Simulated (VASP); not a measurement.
# CdS in VASP: notebook, part 2 of 2

VASP 6.6.1. The steps go on from the part before.

## (3) Relaxation of cell and atoms, LDA

File INCAR:

```
SYSTEM = CdS
PREC     = Accurate       ! precision mode
ENCUT    = 600            ! plane-wave cutoff, eV
EDIFF    = 1E-6           ! SCF threshold, eV
ISMEAR   = -1             ! smearing method
SIGMA    = 0.02           ! smearing width, eV
LREAL    = .FALSE.        ! projectors in reciprocal space
LASPH    = .TRUE.         ! aspherical terms in the spheres
NELM     = 100            ! most SCF steps
ALGO     = Normal         ! electronic algorithm
ISIF     = 3              ! what is computed and relaxed
LWAVE    = .FALSE.        ! write WAVECAR
LCHARG   = .FALSE.        ! write CHGCAR
IBRION   = 2              ! ionic algorithm
NSW      = 100            ! ionic steps
EDIFFG   = -0.005         ! ionic threshold
```

File KPOINTS:

```
regular mesh
0
G
  7 7 4
  0 0 0
```

File POSCAR:

```
CdS
1.0
    4.2046115258      0.0000000000      0.0000000000
   -2.1023057629      3.6413003944      0.0000000000
    0.0000000000      0.0000000000      6.8256549035
Cd S
2 2
Direct
    0.3333333333      0.6666666667      0.0000000000
    0.6666666667      0.3333333333      0.5000000000
    0.3333333333      0.6666666667      0.3750000000
    0.6666666667      0.3333333333      0.8750000000
```

Potentials or basis: VASP PAW LDA potentials, release 64 (Cd, S).

Started as:

```sh
> cat potpaw_LDA.64/Cd/POTCAR potpaw_LDA.64/S/POTCAR > POTCAR
> mpirun -np 1 vasp_std > vasp.out
```

It took 1.7 min on 1 thread of Intel Xeon 6975P-C (Granite Rapids), shared host; peak memory 0.25 GiB.

It converged, with:

- Free energy: -14.8208 eV
- Relaxed volume: 24.04 Å³/atom
- Relaxed cell: a = 4.084 Å, b = 4.084 Å, c = 6.657 Å, α = 90.00°, β = 90.00°, γ = 120.00°
- Space group after relaxing (to 0.1 Å): P6_3mc (No. 186)
- Energy gained by relaxing: 33.2 meV/atom
- Ionic steps: 6
- Pressure after relaxing: 0.0 GPa
- Largest force after relaxing: 0.004 eV/Å
- Band gap on the k mesh: 1.04 eV

Forces on the atoms (eV/Å):
```
Cd   0.000  0.000 -0.004
Cd   0.000  0.000 -0.004
S    0.000  0.000  0.004
S    0.000  0.000  0.004
```

The path:
```tsv
step	energy change (eV)	largest force (eV/Å)	pressure (GPa)	volume (Å³)
1	0.0000	0.0558	-4.66	104.50
2	-0.1156	0.0056	2.07	93.42
3	-0.1326	0.0246	0.00	96.11
4	-0.1326	0.0236	0.13	95.95
5	-0.1327	0.0014	-0.07	96.20
6	-0.1328	0.0041	0.00	96.14
```

Final structure:
```yaml
crystal:
  lattice:
    - [4.08361, 0.00000, 0.00000]
    - [-2.04181, 3.53651, 0.00000]
    - [0.00000, 0.00000, 6.65714]
  atoms:
    - { symbol: Cd, position: [0.33333, 0.66667, 0.99957] }
    - { symbol: Cd, position: [0.66667, 0.33333, 0.49957] }
    - { symbol: S, position: [0.33333, 0.66667, 0.37543] }
    - { symbol: S, position: [0.66667, 0.33333, 0.87543] }
```

Levels at points of the mesh, in eV from the valence-band top:
```
           k point  band 15  band 16  band 17  band 18  band 19  band 20  band 21  band 22
(0.00, 0.00, 0.00)    -0.82    -0.06     0.00     0.00     1.04     2.63     6.29     6.29
(0.00, 0.00, 0.50)    -0.43    -0.43    -0.43    -0.43     2.72     2.72     6.01     6.01
```

LDA usually gives volumes a few per cent too small. Zero-point motion and thermal expansion aren't in these numbers.

## (4) Single point, LDA

This run uses another cell than the first one, of 23.86 Å³/atom.

File INCAR:

```
PREC = Accurate
ENCUT = 520
EDIFF = 1E-6
ISMEAR = -1
SIGMA = 0.02
LREAL = False
LASPH = True
NELM = 100
ALGO = Normal
ISIF = 2
LWAVE = False
LCHARG = True
GGA = CA
LELF = True
LVHAR = True
NBANDS = 26
ISYM = 0
```

File KPOINTS:

```
regular mesh
0
Gamma
  7 7 4
```

File POSCAR:

```
CdS
1.0
    4.0736757357      0.0000005565     -0.0000913251
   -2.0368373859      3.5286493665      0.0002437990
   -0.0001482548      0.0003714087      6.6389560140
Cd S
2 2
Direct
    0.3335851335      0.6672295051     -0.0000562771
    0.6673278207      0.3346452203      0.4999419928
    0.3339896551      0.6680152256      0.3760291659
    0.6669355597      0.3339398680      0.8760256819
```

Potentials or basis: VASP PAW LDA potentials, release 64 (Cd, S).

Started as:

```sh
> cat potpaw_LDA.64/Cd/POTCAR potpaw_LDA.64/S/POTCAR > POTCAR
> mpirun -np 1 vasp_std > vasp.out
```

OUTCAR:

```text
PREC = Accurate
   ENCUT = 520
   EDIFF = 1E-6
   ISMEAR = -1
   LREAL = False
   LASPH = True
   NELM = 100
   ISIF = 2
   GGA = CA
   ISYM = 0

 ion  position               nearest neighbor table
   1  0.334  0.667  1.000-   4 2.49   4 2.49   4 2.49   3 2.50
   2  0.667  0.335  0.500-   3 2.49   3 2.49   3 2.49   4 2.50
   3  0.334  0.668  0.376-   2 2.49   2 2.49   2 2.49   1 2.50
   4  0.667  0.334  0.876-   1 2.49   1 2.49   1 2.49   2 2.50

IMPORTANT INFORMATION: All symmetrisations will be switched off!
NOSYMM: (Re-)initialisation of all symmetry stuff for point group C_1.

----------------------------------------------------------------------------------------

                                     Primitive cell

  volume of cell :      95.4322

  direct lattice vectors                    reciprocal lattice vectors
     4.073675736  0.000000556 -0.000091325     0.245478527  0.141697231 -0.000002445
    -2.036837386  3.528649366  0.000243799    -0.000000039  0.283394529 -0.000015854
    -0.000148255  0.000371409  6.638956014     0.000003377 -0.000008458  0.150626093

  length of vectors
     4.073675737  4.074318710  6.638956026     0.283439257  0.283394529  0.150626093

[... 127 lines left out ...]
  free energy    TOTEN  =       -14.81690328 eV

  energy without entropy =      -14.81690328  energy(sigma->0) =      -14.81690328

 E-fermi :   1.9377     XC(G=0):  -9.7586

 val. band max:        1.4785495105   @ k =   0.0000   0.0000   0.0000
 cond. band min:       2.5333287317   @ k =   0.0000   0.0000   0.0000
 fundamental gap:      1.0547792211
 Fermi energy:         1.9377218235

 k-point     1 :       0.0000    0.0000    0.0000
  band No.  band energies     occupation
      1     -11.1344      2.00000
      2     -10.6463      2.00000
      3      -6.4397      2.00000
      4      -6.4294      2.00000
      5      -6.4288      2.00000
      6      -6.3355      2.00000
[... 685 lines left out ...]
     25       9.4232      0.00000
     26      10.3632      0.00000

 [... further k-points ...]
[... 5 lines left out ...]
  --------------------------------------------------------------------------------------
  -------------------------------------------------------------------------------------
  Total        0.3170706      0.3120851      0.3095286      0.0003886     -0.0004837      0.0002097
  in kB        5.3231884      5.2394882      5.1965671      0.0065239     -0.0081213      0.0035204
  external PRESSURE =       5.2530812 kB  Pullay stress =       0.0000000 kB

 VOLUME and BASIS-vectors are now :
 -----------------------------------------------------------------------------
  energy-cutoff  :      520.00
  volume of cell :       95.43
      direct lattice vectors                 reciprocal lattice vectors
     4.073675736  0.000000556 -0.000091325     0.245478527  0.141697231 -0.000002445
    -2.036837386  3.528649366  0.000243799    -0.000000039  0.283394529 -0.000015854
    -0.000148255  0.000371409  6.638956014     0.000003377 -0.000008458  0.150626093

 POSITION                                       TOTAL-FORCE (eV/Angst)
 -----------------------------------------------------------------------------------
     -0.00027      2.35479      6.63871         0.000087      0.001572      0.001623
      2.03679      1.18103      3.31911        -0.000338     -0.001179      0.001650
     -0.00013      2.35733      2.49657         0.000303      0.000017     -0.001751
      2.03657      1.17868      5.81592        -0.000052     -0.000409     -0.001521
 -----------------------------------------------------------------------------------
    total drift:                                0.000008     -0.000521      0.000525

  FREE ENERGIE OF THE ION-ELECTRON SYSTEM (eV)
  ---------------------------------------------------
  free  energy   TOTEN  =       -14.8169032780 eV

  energy  without entropy=      -14.8169032780  energy(sigma->0) =      -14.81690328
```

stdout:

```text
POSCAR found type information on POSCAR CdS
 POSCAR found :  2 types and       4 ions
 scaLAPACK will be used
 LDA part: xc-table for (Slater(with rela. corr.)+CA(PZ))
 , standard interpolation
 POSCAR, INCAR and KPOINTS ok, starting setup
 FFT: planning ... GRIDC
 FFT: planning ... GRID_SOFT
 FFT: planning ... GRID
 WAVECAR not read
 entering main loop
```

It took 2 min on 1 thread of Intel Xeon 6975P-C (Granite Rapids), shared host; peak memory 0.31 GiB.

Results:

```
Free energy            : -14.8169 eV
Pressure               : 0.5 GPa
Band gap on the k mesh : 1.05 eV
```

Forces in eV/Å, atoms in the order of the input:
```
Cd   0.000  0.002  0.002
Cd   0.000 -0.001  0.002
S    0.000  0.000 -0.002
S    0.000  0.000 -0.002
```

LDA gaps usually lie below the measured ones, often by a third to a half.
